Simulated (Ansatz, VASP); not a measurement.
**Two plane-wave programs on LiTaBe2N3**

```
Li Ta Be N
1.0
     5.11806    0.00000    0.00000
    -2.55903    4.43237    0.00000
     0.00000    0.00000    5.62512
Li Ta Be N
1 1 2 3
Direct
  0.00000 0.00000 0.50000
  0.00000 0.00000 0.00000
  0.33333 0.66667 0.00000
  0.66667 0.33333 0.00000
  0.50000 0.00000 0.00000
  0.00000 0.50000 0.00000
  0.50000 0.50000 0.00000
```

Alike in both runs: functional PBE; k mesh 3 × 3 × 3; occupations gaussian, width 0.15 eV; no spin polarisation.

Ansatz relaxed the structure, and its values are those at the end. VASP's run is a single point on that final structure, the one shown.

```csv
,VASP,Ansatz
version,VASP 6.6.1,Ansatz 0.2.0
potentials or method,"VASP PAW PBE potentials, release 64 (Li_sv, Ta_pv, Be, N), cutoff 750 eV","scalar-relativistic, plane waves, PAW"
valence electrons in the cell,33,35
```

|  | VASP | Ansatz | Ansatz less VASP |
| --- | --- | --- | --- |
| gap on the k mesh at the Fermi level (eV) | none | none | - |
| pressure (GPa) | 0.4 | 0.5 | +0.12 |

A gap of «none» marks a metal or a gap that the smearing closes. VASP's potentials hold 33 valence electrons a cell and Ansatz's 35, so a difference there can come from the potentials and not from the codes.

The k mesh is coarse, so the values compare programs but aren't converged. Spin-orbit coupling is off throughout.
